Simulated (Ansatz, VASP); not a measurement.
Mg2Sn in VASP and in Ansatz

```
Mg Sn
1.0
     0.00000    3.39553    3.39553
     3.39553    0.00000    3.39553
     3.39553    3.39553    0.00000
Mg Sn
2 1
Cartesian
  1.6978 1.6978 1.6978
  5.0933 5.0933 5.0933
  0.0000 0.0000 0.0000
```

Alike in both runs: task single point; functional PBE; k mesh 10 × 10 × 10; occupations gaussian, width 0.05 eV; no spin polarisation.

|  | VASP | Ansatz |
| --- | --- | --- |
| version | VASP 6.6.1 | Ansatz 0.2.0 |
| potentials or method | VASP PAW PBE potentials, release 64 (Mg, Sn_d), cutoff 600 eV | scalar-relativistic, plane waves, PAW |
| valence electrons in the cell | 18 | 34 |

VASP gave:

* gap on the k mesh at the Fermi level (eV): none
* pressure (GPa): 0.4

Which values does Ansatz return?

gap on the k mesh at the Fermi level (eV): none; pressure (GPa): 0.5.

A gap of «none» marks a metal or a gap that the smearing closes. VASP's potentials hold 18 valence electrons a cell and Ansatz's 34, so a difference there can come from the potentials and not from the codes.
